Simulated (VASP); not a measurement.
# Cu (Fm-3m) in VASP: settings compared, part 3 of 3

VASP 6.6.1. Earlier steps stand in the parts before.

**6. Electric field gradients, LDA**

This run uses another cell than the first one, of 11.81 Å³/atom, 0.980 times its volume.

Input file INCAR:

```
SYSTEM = Cu
PREC = Accurate
ENCUT = 520
EDIFF = 1E-8
ISMEAR = -1
SIGMA = 0.08
LREAL = .FALSE.
LASPH = .TRUE.
NELM = 80
ALGO = Normal
ISIF = 2
LWAVE = .FALSE.
LCHARG = .FALSE.
GGA = CA
LEFG = .TRUE.
NBANDS = 12
```

Input file KPOINTS:

```
regular mesh
0
G
  19 19 19
  0 0 0
```

Input file POSCAR:

```
Cu
1.0
    0.0000000000      1.8075000000      1.8075000000
    1.8075000000      0.0000000000      1.8075000000
    1.8075000000      1.8075000000      0.0000000000
Cu
1
Direct
    0.0000000000      0.0000000000      0.0000000000
```

Potentials or basis: VASP PAW LDA potentials, release 64 (Cu).

Launch:

```console
> cat potpaw_LDA.64/Cu/POTCAR > POTCAR
> mpirun -np 1 vasp_std > vasp.out
```

OUTCAR:

```text
SYSTEM = Cu
   PREC = Accurate
   ENCUT = 520
   EDIFF = 1E-8
   ISMEAR = -1
   LREAL = .FALSE.
   LASPH = .TRUE.
   NELM = 80
   ISIF = 2
   GGA = CA

 ion  position               nearest neighbor table
   1  0.000  0.000  0.000-

  LATTYP: Found a face centered cubic cell.
 ALAT       =     3.6150000000

  Lattice vectors:

 A1 = (   0.0000000000,   1.8075000000,   1.8075000000)
 A2 = (   1.8075000000,   0.0000000000,   1.8075000000)
 A3 = (   1.8075000000,   1.8075000000,   0.0000000000)

Analysis of symmetry for initial positions (statically):
=====================================================================
 Subroutine PRICEL returns:
 Original cell was already a primitive cell.

 Routine SETGRP: Setting up the symmetry group for a
 face centered cubic supercell.

[... 540 lines left out ...]
  external PRESSURE =    -117.7675483 kB  Pullay stress =       0.0000000 kB

 VOLUME and BASIS-vectors are now :
 -----------------------------------------------------------------------------
  energy-cutoff  :      520.00
  volume of cell :       11.81
      direct lattice vectors                 reciprocal lattice vectors
     0.000000000  1.807500000  1.807500000    -0.276625173  0.276625173  0.276625173
     1.807500000  0.000000000  1.807500000     0.276625173 -0.276625173  0.276625173
     1.807500000  1.807500000  0.000000000     0.276625173  0.276625173 -0.276625173

 POSITION                                       TOTAL-FORCE (eV/Angst)
 -----------------------------------------------------------------------------------
      0.00000      0.00000      0.00000        -0.000000      0.000000      0.000000
 -----------------------------------------------------------------------------------
    total drift:                                0.000000      0.000000      0.000000

  FREE ENERGIE OF THE ION-ELECTRON SYSTEM (eV)
  ---------------------------------------------------
  free  energy   TOTEN  =        -4.6754975912 eV

  energy  without entropy=       -4.6681435424  energy(sigma->0) =       -4.67182057

 Electric field gradients (V/A^2)
---------------------------------------------------------------------
 ion       V_xx      V_yy      V_zz      V_xy      V_xz      V_yz
---------------------------------------------------------------------
   1      -0.000     0.000     0.000     0.003     0.003     0.003
---------------------------------------------------------------------

 Electric field gradients after diagonalization (V/A^2)
 (convention: |V_zz| > |V_xx| > |V_yy|)
----------------------------------------------------------------------
 ion       V_xx      V_yy      V_zz     asymmetry (V_yy - V_xx)/ V_zz
----------------------------------------------------------------------
   1      -0.003    -0.003     0.005       0.000
----------------------------------------------------------------------

           NMR quadrupolar parameters

 Cq : quadrupolar parameter    Cq=e*Q*V_zz/h
 eta: asymmetry parameters     (V_yy - V_xx)/ V_zz
 Q  : nuclear electric quadrupole moment in mb (millibarn)
----------------------------------------------------------------------
 ion       Cq(MHz)       eta       Q (mb)
----------------------------------------------------------------------
   1       0.000       0.000       1.000
----------------------------------------------------------------------
```

OSZICAR:

```text
N       E                     dE             d eps       ncg     rms          rms(c)
DAV:   1     0.412193280156E+02    0.41219E+02   -0.53545E+03  6024   0.155E+03
DAV:   2    -0.432889444443E+01   -0.45548E+02   -0.42049E+02  5432   0.206E+02
DAV:   3    -0.565669519685E+01   -0.13278E+01   -0.13164E+01  6160   0.398E+01
DAV:   4    -0.566552031707E+01   -0.88251E-02   -0.88239E-02  6020   0.287E+00
DAV:   5    -0.566560650435E+01   -0.86187E-04   -0.86186E-04  6280   0.290E-01    0.797E+00
DAV:   6    -0.511840599730E+01    0.54720E+00   -0.16175E+01  6300   0.779E+01    0.425E+00
DAV:   7    -0.469030242008E+01    0.42810E+00   -0.26100E+00  6284   0.315E+01    0.553E-01
DAV:   8    -0.467742450357E+01    0.12878E-01   -0.63333E-03  6312   0.136E+00    0.323E-01
DAV:   9    -0.467548591150E+01    0.19386E-02   -0.99987E-03  6492   0.172E+00    0.165E-02
DAV:  10    -0.467549529765E+01   -0.93862E-05   -0.30370E-05  7608   0.855E-02    0.486E-03
DAV:  11    -0.467549759571E+01   -0.22981E-05   -0.60721E-07  7016   0.924E-03    0.578E-04
DAV:  12    -0.467549759123E+01    0.44786E-08   -0.18659E-08  4372   0.213E-03
   1 F= -.46754976E+01 E0= -.46718206E+01  d E =-.735405E-02
```

Wall time 11 s (1 thread of Intel Xeon 6975P-C (Granite Rapids), shared host); peak memory 0.14 GiB.

What came out:

| Item | Value |
| --- | --- |
| Free energy | -4.6755 eV |
| Pressure | -11.8 GPa |

Levels at points of the mesh, in eV from the Fermi level:
```csv
k point,band 4,band 5,band 6,band 7,band 8,band 9
"(0.00, 0.00, 0.00)",-3.11,-2.27,-2.27,22.65,25.11,25.11
```

Caveat: without QUAD_EFG the Cq values of the log hold for a quadrupole moment of 1 mb, not for the nuclei.

**7. Summary**

| level | potentials or basis | cell | gap on the mesh (eV) | pressure (GPa) |
| --- | --- | --- | --- | --- |
| PBE | VASP PAW PBE potentials, release 64 (Cu) | a = 2.573 Å, angles 60.0°, 1 atom | none | -0.6 |
| PBE | VASP PAW PBE potentials, release 64 (Cu) | a = 2.606 Å, angles 60.0°, 1 atom | none | -5.3 |
| LDA | VASP PAW LDA potentials, release 64 (Cu) | a = 2.556 Å, angles 60.0°, 1 atom | none | -11.8 |

Alike in all rows: task electric field gradients; no spin polarisation; k mesh 19 × 19 × 19; cutoff (eV) 520; smearing fermi-dirac 0.08 eV.

Absolute energies hang on the potentials; compare differences alone.
